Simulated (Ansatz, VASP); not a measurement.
# One calculation of B5N, two programs

```
CELL_PARAMETERS angstrom
1.84316 0.00000 0.00000
-0.92158 1.59622 0.00000
0.00000 0.00000 16.57592
ATOMIC_POSITIONS crystal
B 0.66667 0.33333 0.80774
B 0.00000 0.00000 0.69923
B 0.66667 0.33333 0.50000
B 0.00000 0.00000 0.30077
B 0.66667 0.33333 0.19226
N 0.00000 0.00000 0.00000
```

Change from the starting cell: species swapped into the MgCd5 type (P-6m2, No. 187).

Alike in both runs: functional PBE; k mesh 12 × 12 × 2; occupations gaussian, width 0.1 eV; no spin polarisation.

Ansatz relaxed the structure, and its values are those at the end. VASP's run is a single point on that final structure, the one shown.

|  | VASP | Ansatz |
| --- | --- | --- |
| version | VASP 6.6.1 | Ansatz 0.2.0 |
| potentials or method | VASP PAW PBE potentials, release 64 (B, N), cutoff 520 eV | scalar-relativistic, plane waves, PAW |
| valence electrons in the cell | 20 | 20 |

VASP gave:

```
gap on the k mesh at the Fermi level (eV) : none
pressure (GPa)                            : 0.0
rms of the force components (eV/Å)        : 0.007
```

Problem. Estimate Ansatz's values.

Solution. gap on the k mesh at the Fermi level (eV): none; pressure (GPa): 0.0; rms of the force components (eV/Å): 0.003.

A gap of «none» marks a metal or a gap that the smearing closes.
